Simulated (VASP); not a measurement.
# Be4Se3S (an interface model) in VASP: notebook

Be4Se3S (an interface model) is run at these levels: PBEsol; tasks: single point.

Program: VASP 6.6.1. These are calculated values, not measurements. Logs are shortened: lines on timing, memory, paths and dates and some standing lists are left out, and cuts for length are marked.

## (1) The cell of the first run

The cell holds layers of an interface, 8 atoms: a = 3.421 Å, b = 4.838 Å, c = 7.382 Å, α = 90.00°, β = 90.00°, γ = 90.00°.

## (2) Single point, PBEsol

Input file INCAR:

```
SYSTEM = Be4Se3S
PREC = Accurate
ENCUT = 520
EDIFF = 1E-6
ISMEAR = -1
SIGMA = 0.05
LREAL = .False.
LASPH = .True.
NELM = 80
ALGO = Normal
ISIF = 2
LWAVE = .False.
LCHARG = .False.
GGA = PS
NBANDS = 26
```

Input file KPOINTS:

```
regular mesh
0
Gamma
  4 3 2
  0 0 0
```

Input file POSCAR:

```
Be4Se3S
1.0
    2.4189980000     -2.4189980000      0.0000000000
    0.0000000000      0.0000000000      4.8379970000
   -5.2197040000     -5.2197040000      0.0000000000
Be Se S
4 3 1
Direct
    0.9749730000      0.9931980000      0.9984800000
    0.0573960000      0.0032880000      0.4812360000
    0.4363760000      0.4976490000      0.7562650000
    0.4988460000      0.4632630000      0.2516650000
    0.9859710000      0.2622630000      0.7339270000
    0.9461560000      0.2534470000      0.2252950000
    0.5043580000      0.7092140000      0.4670800000
    0.5297180000      0.7562020000      0.9940370000
```

Potentials or basis: VASP PAW PBE potentials, release 64 (Be, Se, S).

Started as:

```console
$ cat potpaw_PBE.64/Be/POTCAR potpaw_PBE.64/Se/POTCAR potpaw_PBE.64/S/POTCAR > POTCAR
$ mpirun -np 1 vasp_std > vasp.out
```

OUTCAR:

```text
SYSTEM = Be4Se3S
   PREC = Accurate
   ENCUT = 520
   EDIFF = 1E-6
   ISMEAR = -1
   LREAL = .False.
   LASPH = .True.
   NELM = 80
   ISIF = 2
   GGA = PS

 ion  position               nearest neighbor table
   1  0.975  0.993  0.998-   8 1.91   6 2.10   8 2.22   5 2.35
   2  0.057  0.003  0.481-   7 2.09   5 2.26   6 2.28   7 2.37
   3  0.436  0.498  0.756-   5 1.92   8 2.18   5 2.20   7 2.38
   4  0.499  0.463  0.252-   6 1.85   7 1.99   6 2.15   8 2.37
   5  0.986  0.262  0.734-   3 1.92   3 2.20   2 2.26   1 2.35
   6  0.946  0.253  0.225-   4 1.85   1 2.10   4 2.15   2 2.28
   7  0.504  0.709  0.467-   4 1.99   2 2.09   2 2.37   3 2.38
   8  0.530  0.756  0.994-   1 1.91   3 2.18   1 2.22   4 2.37

  LATTYP: Found a simple orthorhombic cell.
 ALAT       =     3.4209797790
 B/A-ratio  =     1.4142138547
 C/A-ratio  =     2.1577959138

  Lattice vectors:

 A1 = (   2.4189980000,  -2.4189980000,   0.0000000000)
 A2 = (   0.0000000000,   0.0000000000,   4.8379970000)
 A3 = (  -5.2197040000,  -5.2197040000,   0.0000000000)

Analysis of symmetry for initial positions (statically):
=====================================================================
 Subroutine PRICEL returns:
 Original cell was already a primitive cell.

 Routine SETGRP: Setting up the symmetry group for a
 simple orthorhombic supercell.

 Subroutine GETGRP returns: Found  1 space group operations
 (whereof  1 operations were pure point group operations)
 out of a pool of  8 trial point group operations.

The static configuration has the point symmetry C_1 .

Analysis of symmetry for dynamics (positions and initial velocities):
=====================================================================
 Subroutine PRICEL returns:
 Original cell was already a primitive cell.

 Routine SETGRP: Setting up the symmetry group for a
 simple orthorhombic supercell.

 Subroutine GETGRP returns: Found  1 space group operations
 (whereof  1 operations were pure point group operations)
 out of a pool of  8 trial point group operations.

The dynamic configuration has the point symmetry C_1 .

 Subroutine INISYM returns: Found  1 space group operations
 (whereof  1 operations are pure point group operations),
 and found     1 'primitive' translations

----------------------------------------------------------------------------------------

                                     Primitive cell

  volume of cell :     122.1735

  direct lattice vectors                    reciprocal lattice vectors
     2.418998000 -2.418998000  0.000000000     0.206697153 -0.206697153  0.000000000
     0.000000000  0.000000000  4.837997000     0.000000000  0.000000000  0.206697110
    -5.219704000 -5.219704000  0.000000000    -0.095790872 -0.095790872  0.000000000

  length of vectors
     3.420979779  4.837997000  7.381776188     0.292313917  0.206697110  0.135468751

  position of ions in fractional coordinates (direct lattice)
     0.974973000  0.993198000  0.998480000
     0.057396000  0.003288000  0.481236000
     0.436376000  0.497649000  0.756265000
     0.498846000  0.463263000  0.251665000
     0.985971000  0.262263000  0.733927000
     0.946156000  0.253447000  0.225295000
     0.504358000  0.709214000  0.467080000
     0.529718000  0.756202000  0.994037000

  ion indices of the primitive-cell ions
   primitive index   ion index
                 1           1
                 2           2
                 3           3
                 4           4
                 5           5
                 6           6
                 7           7
                 8           8

----------------------------------------------------------------------------------------

 KPOINTS: regular mesh

Automatic generation of k-mesh.
 Grid dimensions read from file:
 generate k-points for:    4    3    2

 Generating k-lattice:

  Cartesian coordinates                     Fractional coordinates (reciprocal lattice)
     0.051674288 -0.051674288  0.000000000     0.250000000  0.000000000  0.000000000
     0.000000000  0.000000000  0.068899037     0.000000000  0.333333333  0.000000000
    -0.047895436 -0.047895436  0.000000000     0.000000000  0.000000000  0.500000000

  Length of vectors
     0.073078479  0.068899037  0.067734375

  Shift w.r.t. Gamma in fractional coordinates (k-lattice)
     0.000000000  0.000000000  0.000000000

 Subroutine IBZKPT returns following result:
 ===========================================

 Found     14 irreducible k-points:

 Following reciprocal coordinates:
            Coordinates               Weight
  0.000000  0.000000  0.000000      1.000000
  0.250000  0.000000  0.000000      2.000000
  0.500000  0.000000  0.000000      1.000000
  0.000000  0.333333  0.000000      2.000000
  0.250000  0.333333  0.000000      2.000000
  0.250000 -0.333333  0.000000      2.000000
  0.500000  0.333333  0.000000      2.000000
  0.000000  0.000000  0.500000      1.000000
  0.250000  0.000000  0.500000      2.000000
  0.500000  0.000000  0.500000      1.000000
  0.000000  0.333333  0.500000      2.000000
  0.250000  0.333333  0.500000      2.000000
  0.250000 -0.333333  0.500000      2.000000
  0.500000  0.333333  0.500000      2.000000
   k-points           NKPTS =     14   k-points in BZ     NKDIM =     14   number of bands    NBANDS=     26
   number of dos      NEDOS =    301   number of ions     NIONS =      8
   total plane-waves  NPLWV =  56448
   dimension x,y,z NGX =    28 NGY =   36 NGZ =   56
   dimension x,y,z NGXF=    56 NGYF=   72 NGZF=  112
   ions per type =               4   3   1
   NGX,Y,Z   is equivalent  to a cutoff of  13.61, 12.37, 12.61 a.u.
   NGXF,Y,Z  is equivalent  to a cutoff of  27.21, 24.74, 25.22 a.u.
 SYSTEM =  Be4Se3S
   PREC   = accura    normal or accurate (medium, high low for compatibility)
   ISTART =      0    job   : 0-new  1-cont  2-samecut
   ICHARG =      2    charge: 1-file 2-atom 10-const
   ISPIN  =      1    spin polarized calculation?
   LNONCOLLINEAR =      F non collinear calculations
   LSORBIT =      F    spin-orbit coupling
   LASPH  =      T    aspherical Exc in radial PAW
   ENCUT  =  520.0 eV  38.22 Ry    6.18 a.u.   6.36  9.00 13.73*2*pi/ulx,y,z
   NELM   =     80;   NELMIN=  2; NELMDL= -5     # of ELM steps
   EDIFF  = 0.1E-05   stopping-criterion for ELM
   LREAL  =      F    real-space projection
   EDIFFG = 0.1E-04   stopping-criterion for IOM
   NSW    =      0    number of steps for IOM
   IBRION =     -1    ionic relax: 0-MD 1-quasi-New 2-CG
   NFREE  =      0    steps in history (QN), initial steepest desc. (CG)
   ISIF   =      2    stress and relaxation
   ISYM   =      2    0-nonsym 1-usesym 2-fastsym
   POTIM  = 0.5000    time-step for ionic-motion
   TEBEG  =    0.0;   TEEND  =   0.0 temperature during run
   PSTRESS=    0.0 pullay stress
   NELECT =      32.0000    total number of electrons
   NUPDOWN=      -1.0000    fix difference up-down
   EMIN   =  10.00;   EMAX   =-10.00  energy-range for DOS
   EFERMI =   0.00;   METHOD = LEGACY
   ISMEAR =    -1;   SIGMA  =   0.05  broadening in eV -4-tet -1-fermi 0-gaus
   EFERMI_NEDOS =   21; number of points for ismear=-14 and -15
   IALGO  =     38    algorithm
   IMIX   =      4    mixing-type and parameters
     AMIX     =   0.40;   BMIX     =  1.00
     AMIX_MAG =   1.60;   BMIX_MAG =  1.00
  volume/ion in A,a.u.               =      15.27       103.06
  Fermi-wavevector in a.u.,A,eV,Ry     =   1.047448  1.979390 14.927597  1.097147
  Thomas-Fermi vector in A             =   2.182329
   LORBIT       =      0    0 simple, 1 ext, 2 COOP (PROOUT), +10 PAW based schemes
   GGA     = PS    functional components
   LHFCALC =     F    Hartree Fock is set to
   AEXX    =    0.0000 exact exchange contribution
   IVDW    =     0    specifies the selected vdW correction
   LEPSILON=     F    determine dielectric tensor
   LRPA    =     F    only Hartree local field effects (RPA)
 non-spin polarized calculation
  energy-cutoff  :      520.00
  volume of cell :      122.17
 maximum number of plane-waves:      3316
 NGX is ok and might be reduce to    28
   NGX = 13   NGY = 17   NGZ = 27

 number of electron      31.9999999 magnetization

 Free energy of the ion-electron system (eV)
  ---------------------------------------------------
  ext. energy  EPLUGINS =         0.00000000
  ---------------------------------------------------
  free energy    TOTEN  =       -36.47567052 eV

  energy without entropy =      -36.47567052  energy(sigma->0) =      -36.47567052

 E-fermi :   5.3265     XC(G=0):  -9.9178

 val. band max:        4.4804977436   @ k =   0.0000   0.0000   0.0000
 cond. band min:       6.1772880809   @ k =   0.5000   0.0000   0.0000
 fundamental gap:      1.6967903372
 Fermi energy:         5.3265117513

 k-point     1 :       0.0000    0.0000    0.0000
  band No.  band energies     occupation
      1     -10.2772      2.00000
      2      -9.0259      2.00000
      3      -8.5623      2.00000
      4      -7.8615      2.00000
      5      -1.2566      2.00000
      6      -0.6559      2.00000
[... 18 lines left out ...]
     25      11.8985      0.00000
     26      12.1997      0.00000

 k-point     2 :       0.2500    0.0000    0.0000
  band No.  band energies     occupation
      1      -9.8034      2.00000
      2      -8.6914      2.00000
      3      -8.2437      2.00000
      4      -7.8094      2.00000
      5      -0.9168      2.00000
      6      -0.6074      2.00000
[... 18 lines left out ...]
     25      11.5575      0.00000
[... 318 lines left out ...]
     25      11.3930      0.00000
     26      11.6637      0.00000

 k-point    14 :       0.5000    0.3333    0.5000
  band No.  band energies     occupation
      1      -8.8062      2.00000
      2      -8.2804      2.00000
      3      -8.1290      2.00000
      4      -7.8374      2.00000
      5      -1.9681      2.00000
      6      -1.5261      2.00000
[... 18 lines left out ...]
     25      11.8596      0.00000
     26      12.1775      0.00000

------------------------ aborting loop because EDIFF is reached ----------------------------------------

  FORCE on cell =-STRESS in cart. coord.  units (eV):
  Direction    XX          YY          ZZ          XY          YZ          ZX
  --------------------------------------------------------------------------------------
  -------------------------------------------------------------------------------------
  Total        8.4013048      7.5999254      9.1857624     -7.4102876     -1.6577480     -2.3432383
  in kB      110.1743126     99.6650607    120.4616522    -97.1781594    -21.7396283    -30.7291153
  external PRESSURE =     110.1003418 kB  Pullay stress =       0.0000000 kB

 VOLUME and BASIS-vectors are now :
 -----------------------------------------------------------------------------
  energy-cutoff  :      520.00
  volume of cell :      122.17
      direct lattice vectors                 reciprocal lattice vectors
     2.418998000 -2.418998000  0.000000000     0.206697153 -0.206697153  0.000000000
     0.000000000  0.000000000  4.837997000     0.000000000  0.000000000  0.206697110
    -5.219704000 -5.219704000  0.000000000    -0.095790872 -0.095790872  0.000000000

 POSITION                                       TOTAL-FORCE (eV/Angst)
 -----------------------------------------------------------------------------------
     -2.85331     -7.57023      4.80509         1.963705     -0.462221      0.037581
     -2.37307     -2.65075      0.01591        -0.852770      1.068691     -0.170831
     -2.89189     -5.00307      2.40762         1.936578     -1.999858      2.132726
     -0.10691     -2.52032      2.24127        -1.323523      3.608396      2.367653
     -1.44582     -6.21594      1.26883        -1.685793      1.323229     -2.398832
      1.11278     -3.46472      1.22618         2.619020     -3.150965     -2.607428
     -1.21798     -3.65806      3.43118        -1.188942     -2.268778      1.951832
     -3.90719     -6.46997      3.65850        -1.468274      1.881507     -1.312701
 -----------------------------------------------------------------------------------
    total drift:                               -0.000285      0.000076     -0.000116

  FREE ENERGIE OF THE ION-ELECTRON SYSTEM (eV)
  ---------------------------------------------------
  free  energy   TOTEN  =       -36.4756705244 eV

  energy  without entropy=      -36.4756705168  energy(sigma->0) =      -36.47567052
```

Run time: 49 s. Hardware: 1 thread of Intel Xeon Platinum 8488C (Sapphire Rapids), shared host; peak memory 0.23 GiB.

What came out:

```yaml
Free_energy: -36.4757 eV
Pressure: 11.0 GPa
Largest_force: 4.857 eV/Å
Band_gap_on_the_k_mesh: 1.70 eV, indirect (least direct gap 1.78 eV)
```

Forces on the atoms (eV/Å):
```
Be   1.964 -0.462  0.038
Be  -0.853  1.069 -0.171
Be   1.937 -2.000  2.133
Be  -1.324  3.608  2.368
Se  -1.686  1.323 -2.399
Se   2.619 -3.151 -2.607
Se  -1.189 -2.269  1.952
S   -1.468  1.882 -1.313
```

Stress tensor (GPa, compression positive):
```
11.02 -9.72 -3.07
-9.72  9.97 -2.17
-3.07 -2.17 12.05
```

Levels at points of the mesh, in eV from the valence-band top:
```csv
k point,band 12,band 13,band 14,band 15,band 16,band 17,band 18,band 19,band 20,band 21
"(0.00, 0.00, 0.00)",-1.94,-1.60,-0.63,-0.16,0.00,1.78,3.60,3.92,4.18,4.45
"(0.50, 0.00, 0.00)",-3.14,-2.87,-2.83,-1.90,-1.63,1.70,2.41,3.71,4.01,4.18
"(0.00, 0.00, 0.50)",-2.35,-1.75,-1.53,-0.98,-0.14,3.18,3.27,4.79,5.10,5.20
"(0.50, 0.00, 0.50)",-3.22,-3.00,-2.87,-2.58,-2.22,2.65,3.54,3.79,3.97,4.74
```

Caveat: the k points lie up to 0.46 Å⁻¹ apart; the PAW data sets were made with another functional, which shifts forces and pressure a little.

## (3) Single point, PBEsol

Input file INCAR:

```
PREC     = Accurate       # precision mode
ENCUT    = 520            # plane-wave cutoff, eV
EDIFF    = 1E-6           # SCF threshold, eV
ISMEAR   = -1             # smearing method
SIGMA    = 0.05           # smearing width, eV
LREAL    = F              # projectors in reciprocal space
LASPH    = T              # aspherical terms in the spheres
NELM     = 60             # most SCF steps
ALGO     = Normal         # electronic algorithm
ISIF     = 2              # what is computed and relaxed
LWAVE    = F              # write WAVECAR
LCHARG   = T              # write CHGCAR
GGA      = PS             # functional
LELF     = T              # ELF
LVHAR    = T            
NBANDS   = 26             # bands
```

Input file KPOINTS:

```
Automatic mesh
0
Gamma
  4 3 2
```

POSCAR is that of step 2.

Potentials or basis: VASP PAW PBE potentials, release 64 (Be, Se, S).

Started as:

```console
$ cat potpaw_PBE.64/Be/POTCAR potpaw_PBE.64/Se/POTCAR potpaw_PBE.64/S/POTCAR > POTCAR
$ mpirun -np 1 vasp_std > vasp.out
```

Wall time 43 s (1 thread of Intel Xeon Platinum 8488C (Sapphire Rapids), shared host); peak memory 0.23 GiB.

Results (log left out):

- Free energy: -36.4757 eV
- Pressure: 11.0 GPa
- Largest force: 4.857 eV/Å
- Band gap on the k mesh: 1.70 eV, indirect (least direct gap 1.78 eV)

Forces in eV/Å, atoms in the order of the input:
```
Be   1.964 -0.462  0.038
Be  -0.853  1.069 -0.171
Be   1.937 -2.000  2.133
Be  -1.324  3.608  2.368
Se  -1.686  1.323 -2.399
Se   2.619 -3.151 -2.607
Se  -1.189 -2.269  1.952
S   -1.468  1.882 -1.313
```

Stress tensor (GPa, compression positive):
```
11.02 -9.72 -3.07
-9.72  9.97 -2.17
-3.07 -2.17 12.05
```

Levels at points of the mesh, in eV from the valence-band top:
```csv
k point,band 12,band 13,band 14,band 15,band 16,band 17,band 18,band 19,band 20,band 21
"(0.00, 0.00, 0.00)",-1.94,-1.60,-0.63,-0.16,0.00,1.78,3.60,3.92,4.18,4.45
"(0.50, 0.00, 0.00)",-3.14,-2.87,-2.83,-1.90,-1.63,1.70,2.41,3.71,4.01,4.18
"(0.00, 0.00, 0.50)",-2.35,-1.75,-1.53,-0.98,-0.14,3.18,3.27,4.79,5.10,5.20
"(0.50, 0.00, 0.50)",-3.22,-3.00,-2.87,-2.58,-2.22,2.65,3.54,3.79,3.97,4.74
```

Caveat: the k points lie up to 0.46 Å⁻¹ apart; the PAW data sets were made with another functional, which shifts forces and pressure a little.

## (4) Single point, PBEsol

Input file INCAR:

```
SYSTEM = Be4Se3S
PREC     = Accurate       ! precision mode
ENCUT    = 520            ! plane-wave cutoff, eV
EDIFF    = 1E-6           ! SCF threshold, eV
ISMEAR   = 1              ! smearing method
SIGMA    = 0.05           ! smearing width, eV
LREAL    = .False.        ! projectors in reciprocal space
LASPH    = .True.         ! aspherical terms in the spheres
NELM     = 60             ! most SCF steps
ALGO     = Normal         ! electronic algorithm
ISIF     = 2              ! what is computed and relaxed
LWAVE    = .False.        ! write WAVECAR
LCHARG   = .False.        ! write CHGCAR
GGA      = PS             ! functional
NBANDS   = 26             ! bands
```

Input file KPOINTS:

```
Automatic mesh
0
Gamma
  4 3 2
  0 0 0
```

POSCAR is that of step 3.

Started as:

```console
$ cat potpaw_PBE.64/Be/POTCAR potpaw_PBE.64/Se/POTCAR potpaw_PBE.64/S/POTCAR > POTCAR
$ mpirun -np 1 vasp_std > vasp.out
```

Wall time 49 s (1 thread of Intel Xeon Platinum 8488C (Sapphire Rapids), shared host); peak memory 0.23 GiB.

The run converged. Its results:

- Free energy: -36.4755 eV
- Pressure: 11.0 GPa
- Largest force: 4.857 eV/Å
- Band gap on the k mesh: 1.70 eV, indirect (least direct gap 1.78 eV)

Forces in eV/Å, atoms in the order of the input:
```
Be   1.964 -0.462  0.038
Be  -0.853  1.069 -0.171
Be   1.937 -2.000  2.133
Be  -1.324  3.608  2.368
Se  -1.686  1.323 -2.399
Se   2.619 -3.151 -2.607
Se  -1.189 -2.269  1.952
S   -1.468  1.882 -1.313
```

Stress tensor (GPa, compression positive):
```
11.02 -9.72 -3.07
-9.72  9.97 -2.17
-3.07 -2.17 12.05
```

Levels at points of the mesh, in eV from the valence-band top:
| k point | band 13 | band 14 | band 15 | band 16 | band 17 | band 18 | band 19 | band 20 |
| --- | --- | --- | --- | --- | --- | --- | --- | --- |
| (0.00, 0.00, 0.00) | -1.60 | -0.63 | -0.16 | 0.00 | 1.78 | 3.60 | 3.92 | 4.18 |
| (0.50, 0.00, 0.00) | -2.87 | -2.83 | -1.90 | -1.63 | 1.70 | 2.41 | 3.71 | 4.01 |
| (0.00, 0.00, 0.50) | -1.75 | -1.53 | -0.98 | -0.14 | 3.18 | 3.27 | 4.79 | 5.10 |
| (0.50, 0.00, 0.50) | -3.00 | -2.87 | -2.58 | -2.22 | 2.65 | 3.54 | 3.79 | 3.97 |

Caveat: the k points lie up to 0.46 Å⁻¹ apart; the PAW data sets were made with another functional, which shifts forces and pressure a little.

[end of part 1 of 2]
